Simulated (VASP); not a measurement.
Input of a VASP 6.6.1 run:

The input INCAR:

```
  PREC = Accurate
  ENCUT = 520
  EDIFF = 1E-6
  ISMEAR = 0
  SIGMA = 0.15
  LREAL = F
  LASPH = T
  NELM = 60
  ALGO = Fast
  ISIF = 2
  LWAVE = F
  LCHARG = F
  GGA = PS
  NBANDS = 25
```

File KPOINTS:

```
Automatic mesh
0
Gamma
  16 16 8
```

The input POSCAR:

```
AlRu
1.0
    2.9763250904      0.0000000000      0.0000000000
    0.0000000000      2.9763250904      0.0000000000
    0.0000000000      0.0000000000      5.9526501809
Al Ru
2 2
Direct
    0.0000000000      0.0000000000     -0.0122634453
    0.0000000000      0.0000000000      0.5122634453
    0.4793033361      0.5000000000      0.2500000000
    0.5206966639      0.5000000000      0.7500000000
```

Potentials or basis: VASP PAW PBE potentials, release 64 (Al, Ru_pv).

Run with:

```bash
$ cat potpaw_PBE.64/Al/POTCAR potpaw_PBE.64/Ru_pv/POTCAR > POTCAR
$ mpirun -np 1 vasp_std > vasp.out
```

(1) Estimate the pressure.

(2) Estimate the largest force.

Results:

(1) 1.1 GPa.

(2) 0.863 eV/Å.

Caveat: the cell differs from its parent crystal (atoms displaced along several vibrational modes); the PAW data sets were made with another functional, which shifts forces and pressure a little.
